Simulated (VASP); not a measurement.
Set up this calculation in VASP 6.6.1, as the native input.

```
Task                   : single point
Functional             : r2SCAN
Dispersion             : rVV10
Potentials or basis    : VASP PAW PBE potentials, release 64 (Ti_sv, Al)
Cutoff                 : 520 eV
k mesh                 : 7 × 7 × 7
Occupations            : fermi-dirac, width 0.15 eV
Spin                   : no spin polarisation
Hubbard terms          : Ti d U = 5.3 eV
Dipole correction      : no
Further INCAR settings : ALGO = Normal; EDIFF = 1e-06; NBANDS = 28
```

The system is Ti3Al.

```xyz
4
Lattice="0.0000 3.2318 3.2318 3.2318 0.0000 3.2318 3.2318 3.2318 0.0000" Properties=species:S:1:pos:R:3 pbc="T T T"
Ti    0.0000    0.0000    0.0000
Ti    1.6159    1.6159    1.6159
Ti    4.8477    4.8477    4.8477
Al    3.2318    3.2318    3.2318
```

One way to write it, as run:

POSCAR

```
Ti3Al
1.0
    0.0000000000      3.2317810000      3.2317810000
    3.2317810000      0.0000000000      3.2317810000
    3.2317810000      3.2317810000      0.0000000000
Ti Al
3 1
Direct
    0.0000000000      0.0000000000      0.0000000000
    0.2500000000      0.2500000000      0.2500000000
    0.7500000000      0.7500000000      0.7500000000
    0.5000000000      0.5000000000      0.5000000000
```

INCAR.step1

```
SYSTEM = Ti3Al
PREC = Accurate ; ENCUT = 520
ISMEAR = -1 ; SIGMA = 0.15
LREAL = .FALSE. ; LASPH = .TRUE.
NELM = 150 ; LMAXMIX = 4
LDAU = .TRUE. ; LDAUTYPE = 2
LDAUL = 2 -1 ; LDAUU = 5.3 0
LDAUJ = 0 0 ; NBANDS = 28
GGA = PE ; ALGO = Normal
EDIFF = 1E-4 ; LWAVE = .TRUE.
LCHARG = .FALSE.
```

INCAR.step2

```
SYSTEM = Ti3Al
PREC = Accurate ; ENCUT = 520
EDIFF = 1E-6 ; ISMEAR = -1
SIGMA = 0.15 ; LREAL = .FALSE.
LASPH = .TRUE. ; NELM = 150
ALGO = Normal ; ISIF = 2
LWAVE = .FALSE. ; LCHARG = .FALSE.
LMAXMIX = 4 ; LDAU = .TRUE.
LDAUTYPE = 2 ; LDAUL = 2 -1
LDAUU = 5.3 0 ; LDAUJ = 0 0
LDAUPRINT = 1 ; METAGGA = R2SCAN
LMIXTAU = .TRUE. ; LUSE_VDW = .TRUE.
IVDW_NL = 2 ; BPARAM = 11.95
CPARAM = 0.0093 ; NBANDS = 28
ISTART = 1
```

KPOINTS

```
regular mesh
0
G
  7 7 7
  0 0 0
```

Potentials or basis: VASP PAW PBE potentials, release 64 (Ti_sv, Al).

The run is started by

```console
$ cat potpaw_PBE.64/Ti_sv/POTCAR potpaw_PBE.64/Al/POTCAR > POTCAR
$ cp INCAR.step1 INCAR
$ mpirun -np 1 vasp_std > vasp.out
$ cp INCAR.step2 INCAR
$ mpirun -np 1 vasp_std > vasp.out
```

Results of the run:

* Pressure: 7.1 GPa
* Band gap on the k mesh: zero (an odd number of electrons rules out a gap without spin polarisation)

Caveat: the cell stands under pressure; the PAW data sets were made with another functional, which shifts forces and pressure a little; U without spin polarisation on a metal has little footing; the U is typed as a test and isn't derived for this compound.

Run time: 3.5 min on 1 thread of AMD EPYC 9R45 96-Core Processor (Zen 5) (shared host), peak memory 0.37 GiB.
